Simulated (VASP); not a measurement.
A run of VASP 6.6.1 is set up as follows.

POSCAR

```
TiO
1.0
    5.0299149798      0.0000000000      0.0000000000
   -2.5149574899      4.3560341514      0.0000000000
    0.0000000000      0.0000000000      2.8932330437
Ti O
3 3
Direct
    0.6666666667      0.3333333333      0.5000000000
    0.3333333333      0.6666666667      0.5000000000
    0.0000000000      0.0000000000      0.0000000000
    0.6071079550      0.6071079550      0.0000000000
    0.3928920450      0.0000000000      0.0000000000
    0.0000000000      0.3928920450      0.0000000000
```

File INCAR.step1:

```
PREC = Accurate
ENCUT = 520
ISMEAR = 0
SIGMA = 0.1
LREAL = False
LASPH = True
NELM = 100
NBANDS = 36
GGA = PE
ALGO = Normal
EDIFF = 1E-4
LWAVE = True
LCHARG = False
```

Contents of INCAR.step2:

```
PREC = Accurate
ENCUT = 520
EDIFF = 1E-6
ISMEAR = 0
SIGMA = 0.1
LREAL = False
LASPH = True
NELM = 100
ALGO = Normal
ISIF = 2
LWAVE = False
LCHARG = False
METAGGA = R2SCAN
LMIXTAU = True
NBANDS = 36
ISTART = 1
```

Contents of KPOINTS:

```
Automatic mesh
0
Gamma
  12 12 12
```

Potentials or basis: VASP PAW PBE potentials, release 64 (Ti_sv, O).

Run with:

```bash
$ cat potpaw_PBE.64/Ti_sv/POTCAR potpaw_PBE.64/O/POTCAR > POTCAR
$ cp INCAR.step1 INCAR
$ mpirun -np 1 vasp_std > vasp.out
$ cp INCAR.step2 INCAR
$ mpirun -np 1 vasp_std > vasp.out
```

**Question.** What does it give for the largest force?

**Answer.** 0.028 eV/Å.

**Question.** What does it give for the pressure?

**Answer.** -4.9 GPa.

Forces on the atoms (eV/Å):
```
Ti   0.000  0.000  0.000
Ti   0.000  0.000  0.000
Ti   0.000  0.000  0.000
O   -0.014 -0.024  0.000
O    0.028  0.000  0.000
O   -0.014  0.024  0.000
```

Caveat: the cell stands under tension; the PAW data sets were made with another functional, which shifts forces and pressure a little.
